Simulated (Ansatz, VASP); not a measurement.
**Two plane-wave programs on Fe**

The input INCAR:

```
  ALGO = Normal
  EDIFF = 1E-6
  ENCUT = 520
  GGA = PE
  ISIF = 2
  ISMEAR = 0
  ISPIN = 2
  LASPH = T
  LCHARG = T
  LELF = T
  LMAXMIX = 4
  LORBIT = 11
  LREAL = F
  LVHAR = T
  LWAVE = F
  MAGMOM = 4 -4
  NBANDS = 19
  NELM = 150
  PREC = Accurate
  SIGMA = 0.1
```

KPOINTS

```
k-points
0
Gamma
  6 12 12
```

The input POSCAR:

```
Fe
1.0
    0.0000000000      3.5570000000      3.5570000000
    1.7785000000      0.0000000000      1.7785000000
    1.7785000000      1.7785000000      0.0000000000
Fe
2
Direct
    0.0000000000      0.0000000000      0.0000000000
    0.5000000000      0.0000000000      0.0000000000
```

Input for Ansatz:

```yaml
crystal:
  lattice:
    - [0.0, 3.557, 3.557]
    - [1.7785, 0.0, 1.7785]
    - [1.7785, 1.7785, 0.0]
  atoms:
    - { symbol: Fe, position: [0.0, 0.0, 0.0], spin: 4.0 }
    - { symbol: Fe, position: [0.5, 0.0, 0.0], spin: -4.0 }
magnetization:
  spin_polarized: true
hamiltonian:
  xc: pbe
  pseudopotentials: { kind: paw }
basis:
  ecutwfc: 420
kpoints:
  mp_grid: { grid: [6, 12, 12] }
scf:
  occupations: { method: gaussian, width: 0.1 }
  lower_state_search: "off"
output:
  forces: true
  stress: true
```

Alike in both runs: task single point; functional PBE; k mesh 6 × 12 × 12; occupations gaussian, width 0.1 eV; collinear spin.

|  | VASP | Ansatz |
| --- | --- | --- |
| version | VASP 6.6.1 | Ansatz 0.2.0 |
| potentials or method | VASP PAW PBE potentials, release 64 (Fe), cutoff 520 eV | PAW, plane waves, scalar-relativistic |
| valence electrons in the cell | 16 | 32 |

```tsv
	VASP	Ansatz	Ansatz less VASP
pressure (GPa)	-10.1	-10.7	-0.66
traceless stress, the component that is largest in VASP (GPa)	-3.28	-3.36	-0.074
net moment per atom (μB)	0.00	0.00	0.000
size of the moment on the site where the two differ most (μB)	1.52	1.46	-0.063
```

Site moments also hang on the region over which each program counts them. VASP's potentials hold 16 valence electrons a cell and Ansatz's 32, so a difference there can come from the potentials and not from the codes.
